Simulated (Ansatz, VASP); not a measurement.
# One calculation of SnO, two programs

File INCAR:

```
SYSTEM = SnO
PREC     = Accurate       ! precision mode
ENCUT    = 520            ! plane-wave cutoff, eV
EDIFF    = 1E-7           ! SCF threshold, eV
ISMEAR   = 0              ! smearing method
SIGMA    = 0.05           ! smearing width, eV
LREAL    = .False.        ! projectors in reciprocal space
LASPH    = .True.         ! aspherical terms in the spheres
NELM     = 100            ! most SCF steps
ALGO     = Normal         ! electronic algorithm
ISIF     = 2              ! what is computed and relaxed
LWAVE    = .False.        ! write WAVECAR
LCHARG   = .False.        ! write CHGCAR
GGA      = PE             ! functional
NBANDS   = 28             ! bands
```

Contents of KPOINTS:

```
regular mesh
0
Gamma
  10 10 8
  0 0 0
```

File POSCAR:

```
SnO
1.0
    3.8158424934      0.0000000000      0.0000000000
    0.0000000000      3.8158424934      0.0000000000
    0.0000000000      0.0000000000      5.0679375214
Sn O
2 2
Direct
   -0.0431052619      0.5000000000      0.2286909982
    0.5431052619      0.0000000000      0.7713090018
    0.0045883204      0.0000000000      0.0000000000
    0.4954116796      0.5000000000      0.0000000000
```

Input for Ansatz:

```yaml
crystal:
  lattice:
    - [3.8158424934, 0.0, 0.0]
    - [0.0, 3.8158424934, 0.0]
    - [0.0, 0.0, 5.0679375214]
  atoms:
    - { symbol: Sn, position: [-0.0431052619, 0.5, 0.2286909982] }
    - { symbol: Sn, position: [0.5431052619, 0.0, 0.7713090018] }
    - { symbol: O, position: [0.0045883204, 0.0, 0.0] }
    - { symbol: O, position: [0.4954116796, 0.5, 0.0] }
basis:
  ecutwfc: 520.0
kpoints:
  mp_grid: { grid: [10, 10, 8] }
hamiltonian:
  xc: pbe
scf:
  occupations: { method: gaussian, width: 0.05 }
output:
  forces: true
  stress: true
  eigenvalues: true
```

Change from the starting cell: mode 4 frozen in at -0.167 Å, equal normal strain along x and y -0.0133.

Alike in both runs: task single point; functional PBE; k mesh 10 × 10 × 8; occupations gaussian, width 0.05 eV; no spin polarisation.

|  | VASP | Ansatz |
| --- | --- | --- |
| version | VASP 6.6.1 | Ansatz 0.2.0 |
| potentials or method | VASP PAW PBE potentials, release 64 (Sn_d, O), cutoff 520 eV | scalar-relativistic, plane waves, PAW |
| valence electrons in the cell | 40 | 40 |

|  | VASP | Ansatz | Ansatz less VASP |
| --- | --- | --- | --- |
| gap on the k mesh at the Fermi level (eV) | 0.42 | 0.41 | -0.009 |
| least direct gap on the mesh (eV) | 1.90 | 1.93 | +0.029 |
| pressure (GPa) | 4.1 | 3.8 | -0.27 |
| traceless stress, the component that is largest in VASP (GPa) | 4.33 | 4.19 | -0.143 |
| rms of the force components (eV/Å) | 0.503 | 0.473 | -0.0304 |

Atom by atom the forces differ by 0.041 eV/Å (rms over components). With one functional, cell and mesh, what is left measures potentials, basis and numerics.
